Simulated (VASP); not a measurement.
SiC, 4 atoms in the cell. The structure is tetragonal, space group P4/nmm (No. 129). Conventional cell: a = 3.134 Å, b = 3.134 Å, c = 4.449 Å, α = 90.00°, β = 90.00°, γ = 90.00°. Within 2.7 Å of Si (site symmetry 4mm) lie 4 C at 2.02 Å. Within 2.7 Å of C (site symmetry -4m2) lie 4 Si at 2.02 Å and 4 C at 2.22 Å. 

| Quantity | Value |
| --- | --- |
| Program | VASP 6.6.1 |
| Task | relaxation of cell and atoms |
| Functional | PBE |
| Potentials or basis | VASP PAW PBE potentials, release 64 (Si, C) |
| Cutoff | 600 eV |
| k mesh | 14 × 14 × 10 |
| Occupations | gaussian, width 0.1 eV |
| Spin | no spin polarisation |
| Dipole correction | no |
| Further INCAR settings | ALGO = Normal; EDIFF = 1e-06; IBRION = 2; EDIFFG = -0.01; NSW = 100; ISIF = 3 |

Potentials or basis: VASP PAW PBE potentials, release 64 (Si, C).

Launch:

```sh
$ cat potpaw_PBE.64/Si/POTCAR potpaw_PBE.64/C/POTCAR > POTCAR
$ mpirun -np 1 vasp_std > vasp.out
```

Hardware: 1 thread of Intel Xeon 8259CL, on a shared host.

Question: How long does it take, and how much memory?

Answer: Run time: 8.4 min on 1 thread of Intel Xeon 8259CL, with other jobs on the host, peak memory 0.27 GiB. Counts: scf iterations 53, k points 216, ion steps 9.
